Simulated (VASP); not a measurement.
Set up this calculation in VASP 6.6.1, as the native input.

- Task: relaxation of cell and atoms
- Functional: r2SCAN
- Potentials or basis: VASP PAW PBE potentials, release 64 (Ti_sv, Al)
- Cutoff: 600 eV
- k mesh: 14 × 14 × 14
- Occupations: gaussian, width 0.1 eV
- Spin: no spin polarisation
- Dipole correction: no
- Further INCAR settings: ALGO = Normal; EDIFF = 1e-07; IBRION = 2; EDIFFG = -0.005; NSW = 100; ISIF = 3

Crystal: TiAl.

```
Ti Al
1.0
     3.16772    0.00000    0.00000
     0.00000    3.16772    0.00000
     0.00000    0.00000    3.16772
Ti Al
1 1
Direct
  0.50000 0.50000 0.50000
  0.00000 0.00000 0.00000
```

One way to write it, as run:

POSCAR

```
TiAl
1.0
    3.1677207400      0.0000000000      0.0000000000
    0.0000000000      3.1677207400      0.0000000000
    0.0000000000      0.0000000000      3.1677207400
Ti Al
1 1
Direct
    0.5000000000      0.5000000000      0.5000000000
    0.0000000000      0.0000000000      0.0000000000
```

INCAR.step1

```
PREC = Accurate
ENCUT = 600
ISMEAR = 0
SIGMA = 0.1
LREAL = False
LASPH = True
NELM = 60
GGA = PE
ALGO = Normal
EDIFF = 1E-4
LWAVE = True
LCHARG = False
```

INCAR.step2

```
PREC = Accurate
ENCUT = 600
EDIFF = 1E-7
ISMEAR = 0
SIGMA = 0.1
LREAL = False
LASPH = True
NELM = 60
ALGO = Normal
ISIF = 3
LWAVE = False
LCHARG = False
METAGGA = R2SCAN
LMIXTAU = True
IBRION = 2
NSW = 100
EDIFFG = -0.005
ISTART = 1
```

KPOINTS

```
regular mesh
0
Gamma
  14 14 14
```

Potentials or basis: VASP PAW PBE potentials, release 64 (Ti_sv, Al).

Launch:

```bash
$ cat potpaw_PBE.64/Ti_sv/POTCAR potpaw_PBE.64/Al/POTCAR > POTCAR
$ cp INCAR.step1 INCAR
$ mpirun -np 1 vasp_std > vasp.out
$ cp INCAR.step2 INCAR
$ mpirun -np 1 vasp_std > vasp.out
```

Results of the run:

```
Relaxed volume                         : 15.97 Å³/atom
Relaxed cell                           : a = 3.173 Å, b = 3.173 Å, c = 3.173 Å, α = 90.00°, β = 90.00°, γ = 90.00°
Space group after relaxing (to 0.05 Å) : Pm-3m (No. 221)
Energy gained by relaxing              : 0.1 meV/atom
Ionic steps                            : 3
Pressure after relaxing                : 0.0 GPa
```

Caveat: the PAW data sets were made with another functional, which shifts forces and pressure a little.

Wall time 4.2 min on 1 thread of Intel(R) Xeon(R) 6975P-C (Granite Rapids), with other jobs on the host, peak memory 0.2 GiB.
